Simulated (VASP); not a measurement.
# Ru2F: single point with PBE

Ru2F:

```xyz
3
Lattice="3.9225 0.0000 0.0000 -1.9612 3.3970 0.0000 0.0000 0.0000 2.8159" Properties=species:S:1:pos:R:3 pbc="T T T"
Ru    0.0000    2.2646    0.5343
Ru    1.9612    1.1323    2.2816
F     0.0000    0.0000    1.4080
```

The cell was generated, and may not be a known phase.

```yaml
Program: VASP 6.6.1
Task: single point
Functional: PBE
Potentials_or_basis: VASP PAW PBE potentials, release 64 (Ru_pv, F)
Cutoff: 520 eV
k_mesh: 12 × 12 × 16
Occupations: gaussian, width 0.1 eV
Spin: no spin polarisation
```

The pressure is -0.1 GPa. The largest force is 0.015 eV/Å. The band gap on the k mesh is zero (an odd number of electrons rules out a gap without spin polarisation).

Forces in eV/Å, atoms in the order of the input:
```
Ru   0.000  0.000  0.015
Ru   0.000  0.000 -0.015
F    0.000  0.000  0.000
```

Stress tensor (GPa, compression positive):
```
-0.06  0.00  0.00
 0.00 -0.06  0.00
 0.00  0.00 -0.16
```

Levels at points of the mesh, in eV from the Fermi level:
```tsv
k point	band 14	band 15	band 16	band 17	band 18	band 19	band 20	band 21	band 22	band 23
(0.00, 0.00, 0.00)	-2.61	-1.58	-1.26	-1.26	-0.95	-0.95	1.70	1.70	8.83	8.83
(0.50, 0.00, 0.00)	-2.56	-1.59	-1.21	-1.04	-0.24	0.80	1.23	1.31	3.43	7.14
(0.00, 0.00, 0.50)	-2.44	-0.92	-0.63	0.54	0.54	1.35	1.35	3.08	4.76	10.79
(0.50, 0.00, 0.50)	-2.65	-1.80	-1.49	-0.78	0.82	1.17	1.46	4.93	4.93	9.45
```

It took 3.3 min on 1 thread of Intel(R) Xeon(R) Platinum 8375C CPU @ 2.90GHz (Ice Lake) (shared host), peak memory 0.31 GiB.

Caveat: an odd number of electrons without spin polarisation forces a metal; a magnetic or distorted state may lie lower.
